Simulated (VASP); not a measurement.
NaAu2: single point with PBE

NaAu2, a sheet with vacuum:

```
CELL_PARAMETERS angstrom
4.97200 0.00000 0.00000
-2.48600 4.30588 0.00000
0.00000 0.00000 31.47749
ATOMIC_POSITIONS crystal
Na 0.00000 0.00000 0.28592
Au 0.66667 0.33333 0.28599
Au 0.33333 0.66667 0.28585
```

The cell was generated, and may not be a known phase.

```
Program             : VASP 6.6.1
Task                : single point
Functional          : PBE
Potentials or basis : VASP PAW PBE potentials, release 64 (Na_pv, Au)
Cutoff              : 400 eV
k mesh              : 6 × 6 × 1
Occupations         : gaussian, width 0.1 eV
Spin                : no spin polarisation
```

| Quantity | Value |
| --- | --- |
| Largest force | 0.004 eV/Å |
| Band gap on the k mesh | zero (an odd number of electrons rules out a gap without spin polarisation) |

Forces on the atoms (eV/Å):
```
Na   0.000  0.000  0.000
Au   0.000  0.000 -0.004
Au   0.000  0.000  0.004
```

Levels at points of the mesh, in eV from the Fermi level:
| k point | band 12 | band 13 | band 14 | band 15 | band 16 | band 17 |
| --- | --- | --- | --- | --- | --- | --- |
| (0.00, 0.00, 0.00) | -2.34 | -2.34 | -2.24 | 1.34 | 4.15 | 4.17 |
| (0.50, 0.00, 0.00) | -2.20 | -2.16 | -1.68 | -1.33 | 2.53 | 3.38 |

Run time: 3.5 min on 1 thread of Intel Xeon 8259CL, on a shared host, peak memory 0.47 GiB.

Caveat: spin-orbit coupling is left out, which moves the levels of the heavy elements.
